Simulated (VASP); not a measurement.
Runs of VASP 6.6.1 on Os. The structure is that of space group P6_3/mmc (No. 194), or close to it. The cells are those of the table. 

```tsv
cell	gap on the mesh (eV)	pressure (GPa)
a = 2.734, b = 2.734, c = 4.104 Å, angles 90.0, 90.0, 120.0°, 2 atoms	none	25.4
a = 2.666, b = 2.666, c = 4.536 Å, angles 90.0, 90.0, 120.0°, 2 atoms	none	(a)
a = 2.666, b = 2.666, c = 4.428 Å, angles 90.0, 90.0, 120.0°, 2 atoms	none	9.9
a = 2.666, b = 2.666, c = 4.104 Å, angles 90.0, 90.0, 120.0°, 2 atoms	none	55.3
a = 2.597, b = 2.597, c = 4.320 Å, angles 90.0, 90.0, 120.0°, 2 atoms	none	(c)
a = 2.666, b = 2.666, c = 4.320 Å, angles 90.0, 90.0, 120.0°, 2 atoms	none	22.2
a = 2.734, b = 2.734, c = 4.212 Å, angles 90.0, 90.0, 120.0°, 2 atoms	none	10.1
a = 2.597, b = 2.597, c = 4.428 Å, angles 90.0, 90.0, 120.0°, 2 atoms	none	(b)
a = 2.597, b = 2.597, c = 4.104 Å, angles 90.0, 90.0, 120.0°, 2 atoms	none	94.3
a = 2.666, b = 2.666, c = 4.212 Å, angles 90.0, 90.0, 120.0°, 2 atoms	none	37.2
a = 2.597, b = 2.597, c = 4.212 Å, angles 90.0, 90.0, 120.0°, 2 atoms	none	72.8
a = 2.597, b = 2.597, c = 4.536 Å, angles 90.0, 90.0, 120.0°, 2 atoms	none	28.2
```

Alike in all rows: task single point; level PBEsol; potentials or basis VASP PAW PBE potentials, release 64 (Os); no spin polarisation; k mesh 18 × 18 × 12; cutoff (eV) 520; smearing gaussian 0.15 eV.

**Question.** Estimate the missing entries.

**Answer.** (a) 0.0; (b) 40.2; (c) 55.0.

Caveats: the PAW data sets were made with another functional, which shifts forces and pressure a little; spin-orbit coupling is left out, which moves the levels of the heavy elements; the cell stands under pressure (at least some runs).

A k mesh can miss the band edges, and the runs leave out spin-orbit coupling on Os.

A gap of «none» marks levels without a gap at the run's occupations.
